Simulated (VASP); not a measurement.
Here is a VASP 6.6.1 calculation.

INCAR

```
SYSTEM = Li7Sb
ALGO = Fast
EDIFF = 1E-7
ENCUT = 520
GGA = PE
ISIF = 2
ISMEAR = 0
LASPH = .TRUE.
LCHARG = .FALSE.
LREAL = .FALSE.
LWAVE = .FALSE.
NBANDS = 23
NELM = 80
PREC = Accurate
SIGMA = 0.1
```

KPOINTS

```
k-points
0
G
  8 8 8
  0 0 0
```

Contents of POSCAR:

```
Li7Sb
1.0
    4.4119676567      0.0000000000      0.0000000000
    0.0000000000      4.5958567994      3.2692439264
    0.0000000000     -4.5958567994      3.2692439264
Li Sb
7 1
Direct
    0.5000000000      0.0418945329      0.5415012934
    0.5000000000      0.5415012934      0.0418945329
    0.5000000000      0.5422472920      0.5422472920
    0.0000000000      0.2529248068      0.8300279887
    0.0000000000      0.3144712953      0.3144712953
    0.0000000000      0.7685388444      0.7685388444
    0.0000000000      0.8300279887      0.2529248068
    0.5000000000      0.0413530481      0.0413530481
```

Potentials or basis: VASP PAW PBE potentials, release 64 (Li_sv, Sb).

The run is started by

```console
$ cat potpaw_PBE.64/Li_sv/POTCAR potpaw_PBE.64/Sb/POTCAR > POTCAR
$ mpirun -np 1 vasp_std > vasp.out
```

What does it give for the band gap on the k mesh?

Zero (bands 13 and 14 overlap by 1.54 eV).

Forces in eV/Å, atoms in the order of the input:
```
Li   0.000  0.000  0.000
Li   0.000  0.000  0.000
Li   0.000  0.000 -0.002
Li   0.000 -0.001  0.000
Li   0.000  0.000 -0.001
Li   0.000  0.000  0.002
Li   0.000  0.001  0.000
Sb   0.000  0.000  0.000
```

Caveat: spin-orbit coupling is left out, which moves the levels of the heavy elements.
